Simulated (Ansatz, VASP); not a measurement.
**One calculation of GaN, two programs**

File POSCAR:

```
GaN
1.0
    0.0000000000      2.2030427630      2.2030427630
    2.2030427630      0.0000000000      2.2030427630
    2.2030427630      2.2030427630      0.0000000000
Ga N
1 1
Direct
    0.0000000000      0.0000000000      0.0000000000
    0.7500000000      0.7500000000      0.7500000000
```

The input INCAR.step1:

```
SYSTEM = GaN
PREC     = Accurate       ! precision mode
ENCUT    = 1460           ! plane-wave cutoff, eV
ISMEAR   = 0              ! smearing method
SIGMA    = 0.01           ! smearing width, eV
LREAL    = .FALSE.        ! projectors in reciprocal space
LASPH    = .TRUE.         ! aspherical terms in the spheres
NELM     = 120            ! most SCF steps
NBANDS   = 16             ! bands
GGA      = PE             ! functional
ALGO     = Normal         ! electronic algorithm
EDIFF    = 1E-5           ! SCF threshold, eV
LWAVE    = .TRUE.         ! write WAVECAR
LCHARG   = .FALSE.        ! write CHGCAR
GGA_COMPAT= .FALSE.
```

The input INCAR.step2:

```
SYSTEM = GaN
PREC     = Accurate       ! precision mode
ENCUT    = 1460           ! plane-wave cutoff, eV
EDIFF    = 1E-6           ! SCF threshold, eV
ISMEAR   = 0              ! smearing method
SIGMA    = 0.01           ! smearing width, eV
LREAL    = .FALSE.        ! projectors in reciprocal space
LASPH    = .TRUE.         ! aspherical terms in the spheres
NELM     = 120            ! most SCF steps
ALGO     = Normal         ! electronic algorithm
ISIF     = 2              ! what is computed and relaxed
LWAVE    = .FALSE.        ! write WAVECAR
LCHARG   = .TRUE.         ! write CHGCAR
METAGGA  = R2SCAN         ! meta-GGA
LMIXTAU  = .TRUE.       
LELF     = .TRUE.         ! ELF
LVHAR    = .TRUE.       
NBANDS   = 16             ! bands
ISTART   = 1            
GGA_COMPAT= .FALSE.
```

KPOINTS

```
regular mesh
0
G
  8 8 8
  0 0 0
```

Input for Ansatz:

```yaml
crystal:
  lattice:
    - [0.0, 2.203042763, 2.203042763]
    - [2.203042763, 0.0, 2.203042763]
    - [2.203042763, 2.203042763, 0.0]
  atoms:
    - { symbol: Ga, position: [0.0, 0.0, 0.0] }
    - { symbol: "N", position: [0.75, 0.75, 0.75] }
kpoints:
  mp_grid: { grid: [8, 8, 8] }
hamiltonian:
  xc: r2scan
scf:
  occupations: { method: fixed }
  n_extra_bands: 4
output:
  forces: true
  stress: true
  eigenvalues: true
```

Alike in both runs: task single point; functional r2SCAN; k mesh 8 × 8 × 8; no spin polarisation.

|  | VASP | Ansatz |
| --- | --- | --- |
| version | VASP 6.6.1 | Ansatz 0.2.0 |
| potentials or method | VASP PAW PBE potentials, release 64 (Ga_d, N_h) | plane waves, PAW |
| plane-wave cutoff (eV) | 1460 | 500 |
| occupations | gaussian, width 0.01 eV | fixed |
| valence electrons in the cell | 18 | 18 |

```tsv
	VASP	Ansatz	Ansatz less VASP
gap on the k mesh at the Fermi level (eV)	2.57	2.58	+0.014
pressure (GPa)	15.0	13.9	-1.13
```

VASP's potentials were made for PBE, not for r2SCAN.
